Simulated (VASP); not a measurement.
A run of VASP 6.6.1 is set up as follows.

File INCAR:

```
PREC = Accurate
ENCUT = 600
EDIFF = 1E-7
ISMEAR = -1
SIGMA = 0.02
LREAL = F
LASPH = T
NELM = 100
ALGO = Normal
ISIF = 3
LWAVE = F
LCHARG = F
GGA = PS
IBRION = 2
NSW = 80
EDIFFG = -0.005
```

KPOINTS

```
regular mesh
0
Gamma
  6 6 4
```

The input POSCAR:

```
NaI
1.0
    5.1513412510      0.0000000000      0.0000000000
   -2.5756706255      4.4611923869      0.0000000000
    0.0000000000      0.0000000000      7.9736749441
Na I
2 2
Direct
    0.3333333333      0.6666666667     -0.0075855361
    0.6666666667      0.3333333333      0.4924144639
    0.3333333333      0.6666666667      0.3825855361
    0.6666666667      0.3333333333      0.8825855361
```

Potentials or basis: VASP PAW PBE potentials, release 64 (Na_pv, I).

The run is started by

```sh
$ cat potpaw_PBE.64/Na_pv/POTCAR potpaw_PBE.64/I/POTCAR > POTCAR
$ mpirun -np 1 vasp_std > vasp.out
```

Predict the relaxed cell.

a = 5.401 Å, b = 5.401 Å, c = 6.398 Å, α = 90.00°, β = 90.00°, γ = 120.00°.

Estimate the space group after relaxing (to 0.05 Å).

P6_3/mmc (No. 194).

Predict the relaxed volume.

40.41 Å³/atom.

Estimate the band gap on the k mesh.

3.50 eV, direct.

Forces in eV/Å, atoms in the order of the input:
```
Na   0.000  0.000 -0.002
Na   0.000  0.000 -0.002
I    0.000  0.000  0.002
I    0.000  0.000  0.002
```

Caveat: the PAW data sets were made with another functional, which shifts forces and pressure a little; spin-orbit coupling is left out, which moves the levels of the heavy elements.
